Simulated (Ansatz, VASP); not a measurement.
YNb2As3 in VASP and in Ansatz

```xyz
6
Lattice="6.2836 0.0000 0.0000 -3.1418 5.4417 0.0000 0.0000 0.0000 3.6813" Properties=species:S:1:pos:R:3 pbc="T T T"
Y     0.0000    0.0000    1.8406
Nb    3.1418    1.8139    1.8406
Nb    0.0000    3.6278    1.8406
As   -1.5709    2.7209    0.0000
As    1.5709    2.7209    0.0000
As    3.1418    0.0000    0.0000
```

Change from the starting cell: species swapped into the YB2Rh3 type (P6/mmm, No. 191).

Alike in both runs: task single point; functional PBE; k mesh 3 × 3 × 6; occupations gaussian, width 0.1 eV; no spin polarisation.

|  | VASP | Ansatz |
| --- | --- | --- |
| version | VASP 6.6.1 | Ansatz 0.2.0 |
| potentials or method | VASP PAW PBE potentials, release 64 (Y_sv, Nb_sv, As), cutoff 500 eV | scalar-relativistic, plane waves, PAW |
| valence electrons in the cell | 52 | 82 |

```tsv
	VASP	Ansatz	Ansatz less VASP
gap on the k mesh at the Fermi level (eV)	none	none	-
pressure (GPa)	2.1	2.1	+0.01
```

A gap of «none» marks a metal or a gap that the smearing closes. With one functional, cell and mesh, what is left measures potentials, basis and numerics. VASP's potentials hold 52 valence electrons a cell and Ansatz's 82, so a difference there can come from the potentials and not from the codes.

The k mesh is coarse, so the values compare programs but aren't converged.
